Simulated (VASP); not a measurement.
# BaH4 (I4/mmm) in VASP: notebook

BaH4 is run at these levels: PBE; tasks: single point.

Everything below comes from runs of VASP 6.6.1. Logs are shortened: lines on timing, memory, paths and dates and some standing lists are left out, and cuts for length are marked.

## Step 1: The cell of the first run

Symmetry: I4/mmm, No. 139, tetragonal system. Conventional cell: a = 4.007 Å, b = 4.007 Å, c = 10.107 Å, α = 90.00°, β = 90.00°, γ = 90.00°. Ba (site symmetry 4/mmm) has 18 H at 3.07 to 3.87 Å and 4 Ba at 4.01 Å within 4.1 Å. H (site symmetry -4m2) has 8 H at 2.41 to 2.83 Å and 4 Ba at 3.22 Å within 3.3 Å. H (site symmetry 4mm) has 5 H at 2.37 to 2.41 Å and 4 Ba at 3.07 Å within 3.1 Å.

The cell was generated, and may not be a known phase.

## Step 2: Single point, PBE

The input, INCAR:

```
PREC = Accurate
ENCUT = 520
EDIFF = 1E-7
ISMEAR = 0
SIGMA = 0.1
LREAL = False
LASPH = True
NELM = 80
ALGO = Normal
ISIF = 2
LWAVE = False
LCHARG = False
GGA = PE
NBANDS = 15
```

The input, KPOINTS:

```
regular mesh
0
Gamma
  6 6 6
```

The input, POSCAR:

```
BaH4
1.0
   -2.0034148400      2.0034148400      5.0534079200
    2.0034148400     -2.0034148400      5.0534079200
    2.0034148400      2.0034148400     -5.0534079200
Ba H
1 4
Direct
    0.0000000000      0.0000000000      0.0000000000
    0.2500000000      0.7500000000      0.5000000000
    0.7500000000      0.2500000000      0.5000000000
    0.3829601400      0.3829601400      0.0000000000
    0.6170398600      0.6170398600      0.0000000000
```

Potentials or basis: VASP PAW PBE potentials, release 64 (Ba_sv, H).

On the command line:

```bash
$ cat potpaw_PBE.64/Ba_sv/POTCAR potpaw_PBE.64/H/POTCAR > POTCAR
$ mpirun -np 1 vasp_std > vasp.out
```

OUTCAR:

```text
PREC = Accurate
   ENCUT = 520
   EDIFF = 1E-7
   ISMEAR = 0
   LREAL = False
   LASPH = True
   NELM = 80
   ISIF = 2
   GGA = PE

 ion  position               nearest neighbor table
   1  0.000  0.000  0.000-
   2  0.250  0.750  0.500-
   3  0.750  0.250  0.500-
   4  0.383  0.383  0.000-
   5  0.617  0.617  0.000-

  LATTYP: Found a body centered tetragonal cell.
 ALAT       =     4.0068296800
 C/A-ratio  =     2.5223971686

  Lattice vectors:

 A1 = (  -2.0034148400,   2.0034148400,   5.0534079200)
 A2 = (   2.0034148400,  -2.0034148400,   5.0534079200)
 A3 = (   2.0034148400,   2.0034148400,  -5.0534079200)

Analysis of symmetry for initial positions (statically):
=====================================================================
 Subroutine PRICEL returns:
 Original cell was already a primitive cell.

 Routine SETGRP: Setting up the symmetry group for a
 body centered tetragonal supercell.

 Subroutine GETGRP returns: Found 16 space group operations
 (whereof 16 operations were pure point group operations)
 out of a pool of 16 trial point group operations.

The static configuration has the point symmetry D_4h.

Analysis of symmetry for dynamics (positions and initial velocities):
=====================================================================
 Subroutine PRICEL returns:
 Original cell was already a primitive cell.

 Routine SETGRP: Setting up the symmetry group for a
 body centered tetragonal supercell.

 Subroutine GETGRP returns: Found 16 space group operations
 (whereof 16 operations were pure point group operations)
 out of a pool of 16 trial point group operations.

The dynamic configuration has the point symmetry D_4h.

 Subroutine INISYM returns: Found 16 space group operations
 (whereof 16 operations are pure point group operations),
 and found     1 'primitive' translations

----------------------------------------------------------------------------------------

                                     Primitive cell

  volume of cell :      81.1309

  direct lattice vectors                    reciprocal lattice vectors
    -2.003414840  2.003414840  5.053407920     0.000000000  0.249573873  0.098943131
     2.003414840 -2.003414840  5.053407920     0.249573873  0.000000000  0.098943131
     2.003414840  2.003414840 -5.053407920     0.249573873  0.249573873  0.000000000

  length of vectors
     5.793468188  5.793468188  5.793468188     0.268471341  0.268471341  0.352950755

  position of ions in fractional coordinates (direct lattice)
     0.000000000  0.000000000  0.000000000
     0.250000000  0.750000000  0.500000000
     0.750000000  0.250000000  0.500000000
     0.382960140  0.382960140  0.000000000
     0.617039860  0.617039860  0.000000000

  ion indices of the primitive-cell ions
   primitive index   ion index
                 1           1
                 2           2
                 3           3
                 4           4
                 5           5

----------------------------------------------------------------------------------------

 KPOINTS: regular mesh

Automatic generation of k-mesh.
 Grid dimensions read from file:
 generate k-points for:    6    6    6

 Generating k-lattice:

  Cartesian coordinates                     Fractional coordinates (reciprocal lattice)
     0.000000000  0.041595645  0.016490522     0.166666667 -0.000000000  0.000000000
     0.041595645  0.000000000  0.016490522    -0.000000000  0.166666667  0.000000000
     0.041595645  0.041595645  0.000000000     0.000000000  0.000000000  0.166666667

  Length of vectors
     0.044745224  0.044745224  0.058825126

  Shift w.r.t. Gamma in fractional coordinates (k-lattice)
     0.000000000  0.000000000  0.000000000

 Subroutine IBZKPT returns following result:
 ===========================================

 Found     30 irreducible k-points:

 Following reciprocal coordinates:
            Coordinates               Weight
  0.000000  0.000000  0.000000      1.000000
  0.166667  0.000000 -0.000000      8.000000
  0.333333  0.000000 -0.000000      8.000000
  0.500000  0.000000 -0.000000      4.000000
  0.166667  0.166667  0.000000      8.000000
  0.333333  0.166667 -0.000000     16.000000
[... 16 lines left out ...]
 -0.333333 -0.333333  0.166667      8.000000
 -0.166667 -0.333333  0.166667      8.000000
 [... further k-points ...]
   k-points           NKPTS =     30   k-points in BZ     NKDIM =     30   number of bands    NBANDS=     15
   number of dos      NEDOS =    301   number of ions     NIONS =      5
   total plane-waves  NPLWV = 110592
   dimension x,y,z NGX =    48 NGY =   48 NGZ =   48
   dimension x,y,z NGXF=    96 NGYF=   96 NGZF=   96
   ions per type =               1   4
   NGX,Y,Z   is equivalent  to a cutoff of  13.77, 13.77, 13.77 a.u.
   NGXF,Y,Z  is equivalent  to a cutoff of  27.55, 27.55, 27.55 a.u.
 SYSTEM =  unknown system
   PREC   = accura    normal or accurate (medium, high low for compatibility)
   ISTART =      0    job   : 0-new  1-cont  2-samecut
   ICHARG =      2    charge: 1-file 2-atom 10-const
   ISPIN  =      1    spin polarized calculation?
   LNONCOLLINEAR =      F non collinear calculations
   LSORBIT =      F    spin-orbit coupling
   LASPH  =      T    aspherical Exc in radial PAW
   ENCUT  =  520.0 eV  38.22 Ry    6.18 a.u.  10.77 10.77 10.77*2*pi/ulx,y,z
   NELM   =     80;   NELMIN=  2; NELMDL= -5     # of ELM steps
   EDIFF  = 0.1E-06   stopping-criterion for ELM
   LREAL  =      F    real-space projection
   EDIFFG = 0.1E-05   stopping-criterion for IOM
   NSW    =      0    number of steps for IOM
   IBRION =     -1    ionic relax: 0-MD 1-quasi-New 2-CG
   NFREE  =      0    steps in history (QN), initial steepest desc. (CG)
   ISIF   =      2    stress and relaxation
   ISYM   =      2    0-nonsym 1-usesym 2-fastsym
   POTIM  = 0.5000    time-step for ionic-motion
   TEBEG  =    0.0;   TEEND  =   0.0 temperature during run
   PSTRESS=    0.0 pullay stress
   NELECT =      14.0000    total number of electrons
   NUPDOWN=      -1.0000    fix difference up-down
   EMIN   =  10.00;   EMAX   =-10.00  energy-range for DOS
   EFERMI =   0.00;   METHOD = LEGACY
   ISMEAR =     0;   SIGMA  =   0.10  broadening in eV -4-tet -1-fermi 0-gaus
   EFERMI_NEDOS =   21; number of points for ismear=-14 and -15
   IALGO  =     38    algorithm
   IMIX   =      4    mixing-type and parameters
     AMIX     =   0.40;   BMIX     =  1.00
     AMIX_MAG =   1.60;   BMIX_MAG =  1.00
  volume/ion in A,a.u.               =      16.23       109.50
  Fermi-wavevector in a.u.,A,eV,Ry     =   0.911428  1.722348 11.302361  0.830700
  Thomas-Fermi vector in A             =   2.035706
   LORBIT       =      0    0 simple, 1 ext, 2 COOP (PROOUT), +10 PAW based schemes
   GGA     = PE    functional components
   LHFCALC =     F    Hartree Fock is set to
   AEXX    =    0.0000 exact exchange contribution
   IVDW    =     0    specifies the selected vdW correction
   LEPSILON=     F    determine dielectric tensor
   LRPA    =     F    only Hartree local field effects (RPA)
 non-spin polarized calculation
 Gauss-broadening in eV      SIGMA  =   0.10
  energy-cutoff  :      520.00
  volume of cell :       81.13
 maximum number of plane-waves:      2211
 NGX is ok and might be reduce to    48

 number of electron      14.0000000 magnetization

 Free energy of the ion-electron system (eV)
  ---------------------------------------------------
  ext. energy  EPLUGINS =         0.00000000
  ---------------------------------------------------
  free energy    TOTEN  =       -12.28172070 eV

  energy without entropy =      -12.26546672  energy(sigma->0) =      -12.27359371

 E-fermi :  -0.3920     XC(G=0):  -7.8762

 val. band max:       -0.3993273312   @ k =  -0.1667   0.1667   0.0000
 cond. band min:      -0.3733967904   @ k =   0.5000   0.3333  -0.0000
 fundamental gap:      0.0259305408
 Fermi energy:        -0.3920356223

 k-point     1 :       0.0000    0.0000    0.0000
  band No.  band energies     occupation
      1     -28.1480      2.00000
      2     -13.1756      2.00000
      3     -13.0378      2.00000
      4     -13.0378      2.00000
      5      -5.2823      2.00000
      6      -1.0179      2.00000
      7      -0.9510      2.00000
      8       0.4132      0.00000
      9       1.4090      0.00000
     10       4.0940      0.00000
     11       4.0940      0.00000
     12       4.7188      0.00000
     13       5.7477      0.00000
     14       8.1844      0.00000
     15       8.7189      0.00000

 k-point     2 :       0.1667    0.0000   -0.0000
  band No.  band energies     occupation
      1     -28.1354      2.00000
      2     -13.2155      2.00000
      3     -13.1609      2.00000
      4     -13.0231      2.00000
      5      -4.9431      2.00000
      6      -1.5589      2.00000
      7      -0.5059      1.89280
      8       0.1047      0.00000
      9       1.7385      0.00000
     10       4.2778      0.00000
     11       4.3276      0.00000
     12       4.8737      0.00000
     13       4.8811      0.00000
     14       6.7854      0.00000
     15       8.6492      0.00000
[... 365 lines left out ...]
      3     -13.1811      2.00000
      4     -13.1786      2.00000
      5      -4.1687      2.00000
      6      -2.7443      2.00000
      7      -0.4593      1.65817
      8       1.0885      0.00000
      9       2.7144      0.00000
     10       3.4674      0.00000
     11       4.2993      0.00000
     12       4.4357      0.00000
     13       5.1583      0.00000
     14       5.6176      0.00000
     15       8.4649      0.00000

 k-point    24 :      -0.1667   -0.3333    0.1667
  band No.  band energies     occupation
      1     -28.1348      2.00000
      2     -13.2192      2.00000
      3     -13.1871      2.00000
      4     -13.0244      2.00000
      5      -4.6195      2.00000
      6      -2.4424      2.00000
      7      -0.2743      0.09586
      8       0.7118      0.00000
      9       2.2352      0.00000
     10       4.2979      0.00000
     11       4.4917      0.00000
     12       4.8960      0.00000
     13       4.9232      0.00000
     14       5.3535      0.00000
     15       9.1213      0.00000

 [... further k-points ...]

------------------------ aborting loop because EDIFF is reached ----------------------------------------

  FORCE on cell =-STRESS in cart. coord.  units (eV):
  Direction    XX          YY          ZZ          XY          YZ          ZX
  --------------------------------------------------------------------------------------
  -------------------------------------------------------------------------------------
  Total       -1.9377234     -1.9377234     -7.9950502      0.0000000      0.0000000     -0.0000000
  in kB      -38.2662791    -38.2662791   -157.8867390      0.0000000      0.0000000     -0.0000000
  external PRESSURE =     -78.1397657 kB  Pullay stress =       0.0000000 kB

 VOLUME and BASIS-vectors are now :
 -----------------------------------------------------------------------------
  energy-cutoff  :      520.00
  volume of cell :       81.13
      direct lattice vectors                 reciprocal lattice vectors
    -2.003414840  2.003414840  5.053407920     0.000000000  0.249573873  0.098943131
     2.003414840 -2.003414840  5.053407920     0.249573873  0.000000000  0.098943131
     2.003414840  2.003414840 -5.053407920     0.249573873  0.249573873  0.000000000

 POSITION                                       TOTAL-FORCE (eV/Angst)
 -----------------------------------------------------------------------------------
      0.00000      0.00000      0.00000         0.000000      0.000000     -0.000000
      2.00341     -0.00000      2.52670         0.000000      0.000000     -0.000000
     -0.00000      2.00341      2.52670         0.000000      0.000000     -0.000000
      0.00000      0.00000      3.87051        -0.000000     -0.000000      0.353095
      0.00000      0.00000      6.23631        -0.000000     -0.000000     -0.353095
 -----------------------------------------------------------------------------------
    total drift:                                0.000000     -0.000000     -0.000000

  FREE ENERGIE OF THE ION-ELECTRON SYSTEM (eV)
  ---------------------------------------------------
  free  energy   TOTEN  =       -12.2817207016 eV

  energy  without entropy=      -12.2654667188  energy(sigma->0) =      -12.27359371
```

It took 2.1 min on 1 thread of Oxide Virtual Turin-like, shared host; peak memory 0.29 GiB.

Results:

```yaml
Free_energy: -12.2817 eV
Pressure: -7.8 GPa
Largest_force: 0.353 eV/Å
Band_gap_on_the_k_mesh: zero (bands 7 and 8 overlap by 1.34 eV)
```

Forces on the atoms (eV/Å):
```
Ba   0.000  0.000  0.000
H    0.000  0.000  0.000
H    0.000  0.000  0.000
H    0.000  0.000  0.353
H    0.000  0.000 -0.353
```

Levels at points of the mesh, in eV from the Fermi level:
| k point | band 3 | band 4 | band 5 | band 6 | band 7 | band 8 | band 9 | band 10 | band 11 | band 12 |
| --- | --- | --- | --- | --- | --- | --- | --- | --- | --- | --- |
| (0.00, 0.00, 0.00) | -12.65 | -12.65 | -4.89 | -0.63 | -0.56 | 0.81 | 1.80 | 4.49 | 4.49 | 5.11 |
| (0.50, 0.00, 0.00) | -12.72 | -12.59 | -2.78 | -2.77 | -0.04 | 0.42 | 2.39 | 3.82 | 4.60 | 5.45 |
| (0.50, 0.50, 0.00) | -13.17 | -12.65 | -3.13 | -1.44 | -0.83 | -0.61 | 3.02 | 3.90 | 5.60 | 6.06 |
| (0.50, 0.50, 0.50) | -12.65 | -12.65 | -3.59 | -3.33 | 0.09 | 2.31 | 3.19 | 4.27 | 5.27 | 5.27 |

Caveat: the stress differs along the axes, from -16 to -4 GPa; spin-orbit coupling is left out, which moves the levels of the heavy elements.

## Step 3: Single point, PBE

This run uses another cell than the first one: it holds 10 atoms, not 5.

The input, INCAR:

```
PREC     = Accurate       # precision mode
ENCUT    = 520            # plane-wave cutoff, eV
EDIFF    = 1E-7           # SCF threshold, eV
ISMEAR   = 0              # smearing method
SIGMA    = 0.1            # smearing width, eV
LREAL    = False          # projectors in reciprocal space
LASPH    = True           # aspherical terms in the spheres
NELM     = 100            # most SCF steps
ALGO     = Normal         # electronic algorithm
ISIF     = 2              # what is computed and relaxed
LWAVE    = False          # write WAVECAR
LCHARG   = False          # write CHGCAR
GGA      = PE             # functional
NBANDS   = 25             # bands
```

The input, KPOINTS:

```
Automatic mesh
0
Gamma
  4 4 4
```

The input, POSCAR:

```
BaH4
1.0
    0.0000000000     -4.3629702894      0.0000000000
    2.1814851447     -2.1814851447     -3.3756763340
    6.5444554341     -2.1814851447      3.3756763340
Ba H
2 8
Direct
    0.5000000000      0.5000000000      0.5000000000
    0.0000000000      0.0000000000      0.0000000000
    0.8750000000      0.8750000000      0.3750000000
    0.3750000000      0.3750000000      0.8750000000
    0.6250000000      0.6250000000      0.1250000000
    0.1250000000      0.1250000000      0.6250000000
    0.2216705115      0.3349884655      0.2216705115
    0.7216705115      0.8349884655      0.7216705115
    0.2783294885      0.1650115345      0.2783294885
    0.7783294885      0.6650115345      0.7783294885
```

Potentials or basis: VASP PAW PBE potentials, release 64 (Ba_sv, H).

On the command line:

```bash
$ cat potpaw_PBE.64/Ba_sv/POTCAR potpaw_PBE.64/H/POTCAR > POTCAR
$ mpirun -np 1 vasp_std > vasp.out
```

Run time: 2.1 min. Hardware: 1 thread of Oxide Virtual Turin-like, shared host; peak memory 0.24 GiB.

Results (log left out):

| Quantity | Value |
| --- | --- |
| Free energy | -33.5352 eV |
| Pressure | 0.4 GPa |
| Largest force | 0.022 eV/Å |
| Band gap on the k mesh | 2.17 eV |

Forces in eV/Å, atoms in the order of the input:
```
Ba   0.000  0.000  0.000
Ba   0.000  0.000  0.000
H   -0.001  0.000 -0.001
H   -0.001  0.000 -0.001
H    0.001  0.000  0.001
H    0.001  0.000  0.001
H   -0.002  0.000  0.022
H   -0.002  0.000  0.022
H    0.002  0.000 -0.022
H    0.002  0.000 -0.022
```

Levels at points of the mesh, in eV from the valence-band top:
```tsv
k point	band 11	band 12	band 13	band 14	band 15	band 16	band 17	band 18
(0.00, 0.00, 0.00)	-2.71	-1.84	-0.52	0.00	2.22	2.97	3.13	3.37
(0.50, 0.00, 0.00)	-2.07	-2.07	-1.22	-1.22	3.03	3.03	3.99	3.99
(0.00, 0.50, 0.00)	-2.04	-2.04	-1.29	-1.29	3.61	3.61	4.01	4.01
(0.50, 0.50, 0.00)	-2.71	-2.19	-0.91	-0.52	2.22	3.13	4.03	4.22
(0.00, 0.00, 0.50)	-2.08	-2.08	-0.81	-0.81	2.76	2.76	3.56	3.56
(0.00, 0.50, 0.50)	-2.71	-1.79	-1.46	-0.52	2.22	3.13	4.26	5.79
```

Caveat: spin-orbit coupling is left out, which moves the levels of the heavy elements. A k mesh can miss the band edges.

The gap in the log of VASP goes by the Fermi energy; the results here count the filled bands.